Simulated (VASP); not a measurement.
Here is a VASP 6.6.1 calculation.

Contents of INCAR:

```
PREC = Accurate ; ENCUT = 600
EDIFF = 1E-6 ; ISMEAR = 0
SIGMA = 0.1 ; LREAL = F
LASPH = T ; NELM = 100
ALGO = Normal ; ISIF = 3
LWAVE = F ; LCHARG = F
GGA = PE ; IBRION = 2
NSW = 100 ; EDIFFG = -0.01
```

File KPOINTS:

```
regular mesh
0
Gamma
  20 20 20
```

File POSCAR:

```
B
1.0
   -1.5482581488      1.5482581488      4.0651479951
    1.5482581488     -1.5482581488      4.0651479951
    1.5482581488      1.5482581488     -4.0651479951
B
3
Direct
    0.0000000000      0.0000000000      0.0000000000
    0.5000000000      0.0000000000      0.5000000000
    0.0000000000      0.5000000000      0.5000000000
```

Potentials or basis: VASP PAW PBE potentials, release 64 (B).

The run is started by

```console
$ cat potpaw_PBE.64/B/POTCAR > POTCAR
$ mpirun -np 1 vasp_std > vasp.out
```

Task: Predict the band gap on the k mesh.

Result: Zero (an odd number of electrons rules out a gap without spin polarisation).

Final structure:
```xyz
3
Lattice="-1.5483 1.5483 4.0651 1.5483 -1.5483 4.0651 1.5483 1.5483 -4.0651" Properties=species:S:1:pos:R:3 pbc="T T T"
B     0.0000    0.0000    0.0000
B     0.0000    1.5483    0.0000
B     1.5483    0.0000    0.0000
```

Caveat: the relaxation stopped at its first step, so nothing moved.
